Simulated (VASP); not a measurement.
Here is a VASP 6.6.1 calculation.

POSCAR

```
Na2ClF
1.0
    1.7299302798      0.9987757127      5.9206591831
   -1.7299302798      0.9987757127      5.9206591831
    0.0000000000     -1.9975514255      5.9206591831
F Cl Na
1 1 2
Direct
    1.0000000000      0.0000000000      0.0000000000
    0.5000000000      0.5000000000      0.5000000000
    0.2640588577      0.2640588577      0.2640588577
    0.7359411423      0.7359411423      0.7359411423
```

File INCAR.step1:

```
PREC = Accurate
ENCUT = 520
ISMEAR = 0
SIGMA = 0.01
LREAL = False
LASPH = True
NELM = 100
NBANDS = 22
GGA = PE
ALGO = Normal
EDIFF = 1E-4
LWAVE = True
LCHARG = False
```

File INCAR.step2:

```
PREC = Accurate
ENCUT = 520
EDIFF = 1E-7
ISMEAR = 0
SIGMA = 0.01
LREAL = False
LASPH = True
NELM = 100
ALGO = Normal
ISIF = 2
LWAVE = False
LCHARG = False
METAGGA = R2SCAN
LMIXTAU = True
NBANDS = 22
ISTART = 1
```

File KPOINTS:

```
regular mesh
0
Gamma
  8 8 8
```

Potentials or basis: VASP PAW PBE potentials, release 64 (F, Cl, Na_pv).

Launch:

```bash
$ cat potpaw_PBE.64/F/POTCAR potpaw_PBE.64/Cl/POTCAR potpaw_PBE.64/Na_pv/POTCAR > POTCAR
$ cp INCAR.step1 INCAR
$ mpirun -np 1 vasp_std > vasp.out
$ cp INCAR.step2 INCAR
$ mpirun -np 1 vasp_std > vasp.out
```

Question: Predict the pressure.

Answer: 3.7 GPa.

Question: Predict the band gap on the k mesh.

Answer: 4.98 eV, direct.

Question: What does it give for the largest force?

Answer: 0.023 eV/Å.

Forces on the atoms (eV/Å):
```
F    0.000  0.000  0.000
Cl   0.000  0.000  0.000
Na   0.000  0.000 -0.023
Na   0.000  0.000  0.023
```

Caveat: the cell differs from its parent crystal (biaxial xy strain -4.5%); the PAW data sets were made with another functional, which shifts forces and pressure a little. A k mesh can miss the band edges.
